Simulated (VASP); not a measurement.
# NiO (Fm-3m) in VASP: settings compared, part 3 of 3

VASP 6.6.1. The steps go on from the part before.

## 5. Electric field gradients, PBEsol, collinear spin, ferromagnetic start

This run uses another cell than the first one: it holds 8 atoms, not 2.

The input, INCAR:

```
PREC = Accurate
ENCUT = 520
EDIFF = 1E-8
ISMEAR = -1
SIGMA = 0.02
LREAL = F
LASPH = T
NELM = 200
ALGO = Normal
ISIF = 2
LWAVE = F
LCHARG = F
ISPIN = 2
MAGMOM = 2 2 2 2 0 0 0 0
LORBIT = 11
LMAXMIX = 4
GGA = PS
LEFG = T
NBANDS = 46
GGA_COMPAT = F
```

The input, KPOINTS:

```
Automatic mesh
0
Gamma
  4 4 4
```

The input, POSCAR:

```
NiO
1.0
    4.1718032828      0.0000000000      0.0000000000
    0.0000000000      4.1718032828      0.0000000000
    0.0000000000      0.0000000000      4.1718032828
Ni O
4 4
Direct
    0.0000000000      0.0000000000      0.0000000000
    0.5000000000      0.5000000000      0.0000000000
    0.5000000000      0.0000000000      0.5000000000
    0.0000000000      0.5000000000      0.5000000000
    0.5000000000      0.5000000000      0.5000000000
    0.0000000000      0.0000000000      0.5000000000
    0.0000000000      0.5000000000      0.0000000000
    0.5000000000      0.0000000000      0.0000000000
```

Potentials or basis: VASP PAW PBE potentials, release 64 (Ni, O).

Command:

```
> cat potpaw_PBE.64/Ni/POTCAR potpaw_PBE.64/O/POTCAR > POTCAR
> mpirun -np 1 vasp_std > vasp.out
```

OUTCAR:

```text
PREC = Accurate
   ENCUT = 520
   EDIFF = 1E-8
   ISMEAR = -1
   LREAL = F
   LASPH = T
   NELM = 200
   ISIF = 2
   ISPIN = 2
   LORBIT = 11
   GGA = PS

 ion  position               nearest neighbor table
   1  0.000  0.000  0.000-   6 2.09   7 2.09   8 2.09   6 2.09   7 2.09   8 2.09   3 2.95   4 2.95
                             2 2.95   2 2.95   4 2.95   3 2.95   4 2.95   2 2.95   3 2.95   4 2.95
   2  0.500  0.500  0.000-   5 2.09   7 2.09   8 2.09   5 2.09   8 2.09   7 2.09   3 2.95   4 2.95
                             1 2.95   1 2.95   3 2.95   3 2.95   3 2.95   1 2.95   4 2.95   4 2.95
   3  0.500  0.000  0.500-   5 2.09   6 2.09   8 2.09   8 2.09   5 2.09   6 2.09   1 2.95   2 2.95
                             1 2.95   2 2.95   4 2.95   2 2.95   2 2.95   1 2.95   4 2.95   4 2.95
   4  0.000  0.500  0.500-   5 2.09   6 2.09   7 2.09   7 2.09   6 2.09   5 2.09   1 2.95   2 2.95
                             1 2.95   1 2.95   3 2.95   2 2.95   1 2.95   2 2.95   3 2.95   3 2.95
   5  0.500  0.500  0.500-   2 2.09   3 2.09   4 2.09   2 2.09   3 2.09   4 2.09
   6  0.000  0.000  0.500-   1 2.09   3 2.09   4 2.09   1 2.09   4 2.09   3 2.09
   7  0.000  0.500  0.000-   1 2.09   2 2.09   4 2.09   4 2.09   1 2.09   2 2.09
   8  0.500  0.000  0.000-   1 2.09   2 2.09   3 2.09   3 2.09   2 2.09   1 2.09

  LATTYP: Found a simple cubic cell.
 ALAT       =     4.1718032828

  Lattice vectors:

 A1 = (   4.1718032828,   0.0000000000,   0.0000000000)
 A2 = (   0.0000000000,   4.1718032828,   0.0000000000)
 A3 = (   0.0000000000,   0.0000000000,   4.1718032828)
[... 1214 lines left out ...]
   1      -0.000    -0.000    -0.000      -0.355
   2      -0.000    -0.000    -0.000      -0.350
   3      -0.000    -0.000    -0.000      -0.361
   4      -0.000    -0.000    -0.000      -0.289
   5       0.000     0.000    -0.000       0.032
   6       0.000     0.000    -0.000       0.031
   7       0.000     0.000    -0.000       0.043
   8       0.000     0.000    -0.000       0.037
----------------------------------------------------------------------

           NMR quadrupolar parameters

 Cq : quadrupolar parameter    Cq=e*Q*V_zz/h
 eta: asymmetry parameters     (V_yy - V_xx)/ V_zz
 Q  : nuclear electric quadrupole moment in mb (millibarn)
----------------------------------------------------------------------
 ion       Cq(MHz)       eta       Q (mb)
----------------------------------------------------------------------
   1      -0.000      -0.355       1.000
   2      -0.000      -0.350       1.000
   3      -0.000      -0.361       1.000
   4      -0.000      -0.289       1.000
   5      -0.000       0.032       1.000
   6      -0.000       0.031       1.000
   7      -0.000       0.043       1.000
   8      -0.000       0.037       1.000
----------------------------------------------------------------------

 total charge

# of ion       s       p       d       tot
------------------------------------------
    1        0.336   0.413   8.264   9.013
    2        0.336   0.413   8.264   9.013
    3        0.336   0.413   8.264   9.013
    4        0.336   0.413   8.264   9.013
    5        1.552   3.394   0.000   4.946
    6        1.552   3.394   0.000   4.946
    7        1.552   3.394   0.000   4.946
    8        1.552   3.394   0.000   4.946
--------------------------------------------------
tot          7.553  15.228  33.057  55.838

 magnetization (x)

# of ion       s       p       d       tot
------------------------------------------
    1        0.012   0.015   1.332   1.359
    2        0.012   0.015   1.332   1.359
    3        0.012   0.015   1.332   1.359
    4        0.012   0.015   1.332   1.359
    5        0.028   0.225   0.000   0.254
    6        0.028   0.225   0.000   0.254
    7        0.028   0.225   0.000   0.254
    8        0.028   0.225   0.000   0.254
--------------------------------------------------
tot          0.162   0.963   5.327   6.452
```

stdout:

```text
POSCAR found type information on POSCAR NiO
 POSCAR found :  2 types and       8 ions
 scaLAPACK will be used
 -----------------------------------------------------------------------------
|                                                                             |
|                                                                             |
|     You enforced a specific xc type in the INCAR file but a different       |
|     I HOPE YOU KNOW WHAT YOU ARE DOING!                                     |
|                                                                             |
 -----------------------------------------------------------------------------

 LDA part: xc-table for (Slater+PW92), standard interpolation
 POSCAR, INCAR and KPOINTS ok, starting setup
 FFT: planning ... GRIDC
 FFT: planning ... GRID_SOFT
 FFT: planning ... GRID
 WAVECAR not read
 entering main loop
ion   1

ion   2

ion   3

ion   4

ion   5

ion   6

ion   7

ion   8
```

Wall time 47 s (1 thread of Intel Xeon Platinum 8559C (Emerald Rapids), shared host); peak memory 0.22 GiB.

What came out:

* Free energy: -49.5911 eV
* Pressure: -5.6 GPa
* Net moment: 6.62 μB per cell
* Site moments: Ni +1.36; O +0.25 μB
* Largest electric field gradient by atom: under 0.05 V/Å² on every atom
* Valence electrons inside the program's atomic spheres: Ni 9.01; O 4.95

Levels at points of the mesh, in eV from the Fermi level:
Spin up:
```csv
k point,band 32,band 33,band 34,band 35,band 36,band 37,band 38,band 39,band 40,band 41
"(0.00, 0.00, 0.00)",-1.44,-1.44,-1.44,-1.44,-1.44,1.60,6.18,6.18,6.18,10.58
"(0.50, 0.00, 0.00)",-1.37,-1.37,-1.37,-1.02,-1.02,5.44,5.44,8.54,8.54,10.67
"(0.50, 0.50, 0.00)",-1.27,0.37,0.37,0.37,0.37,7.05,7.05,7.05,7.05,10.95
"(0.50, 0.50, 0.50)",0.50,0.50,0.50,0.50,0.50,5.58,5.58,5.58,5.58,10.04
```
Spin down:
```tsv
k point	band 25	band 26	band 27	band 28	band 29	band 30	band 31	band 32
(0.00, 0.00, 0.00)	-0.50	-0.50	-0.50	-0.50	-0.50	-0.50	-0.24	-0.24
(0.50, 0.00, 0.00)	-0.50	-0.50	-0.50	-0.50	-0.45	-0.45	0.19	0.19
(0.50, 0.50, 0.00)	-0.43	-0.43	-0.43	-0.43	0.25	0.25	0.25	0.25
(0.50, 0.50, 0.50)	-0.35	-0.35	-0.35	-0.35	2.22	2.22	2.22	2.22
```

Caveat: the k points lie up to 0.38 Å⁻¹ apart; the PAW data sets were made with another functional, which shifts forces and pressure a little; semilocal functionals often make such compounds metallic where correlation or magnetic order opens a gap, which also shifts bond lengths.

## 6. The runs side by side

| task | level | U | cell | k mesh | cutoff (eV) | gap on the mesh (eV) | pressure (GPa) | moment (μB) |
| --- | --- | --- | --- | --- | --- | --- | --- | --- |
| single point | PBEsol+U | Ni d U = 6.2 eV | a = 2.970 Å, angles 60.0°, 2 atoms, atomic positions A | 9 × 9 × 9 | 600 | 2.37 | -10.6 | 2.00 |
| electric field gradients | PBEsol+U | Ni d U = 6.2 eV | a = 2.950 Å, angles 60.0°, 2 atoms, atomic positions A | 9 × 9 × 9 | 520 | 2.33 | -6.9 | 2.00 |
| relaxation of cell and atoms | PBEsol+U | Ni d U = 6.2 eV | relaxed from a = 2.950 Å, angles 60.0°, 2 atoms, atomic positions A | 9 × 9 × 9 | 600 | 2.24 | 0.0 | 2.00 |
| electric field gradients | PBEsol | - | a = 4.172 Å, 8 atoms, atomic positions B | 4 × 4 × 4 | 520 | none | -5.6 | 6.62 |

Alike in all rows: potentials or basis VASP PAW PBE potentials, release 64 (Ni, O); spin collinear, ferromagnetic start; smearing fermi-dirac 0.02 eV.

Caveats: some runs use coarse meshes; the PAW data sets were made with another functional, which shifts forces and pressure a little; an odd mesh through Γ misses points on the zone boundary, where band edges can lie (at least some runs); a cell with one magnetic atom can't hold antiferromagnetic order, which such compounds often take (at least some runs); the cell stands under tension (at least some runs); semilocal functionals often make such compounds metallic where correlation or magnetic order opens a gap, which also shifts bond lengths (at least some runs).

Absolute energies hang on the potentials; compare differences alone.
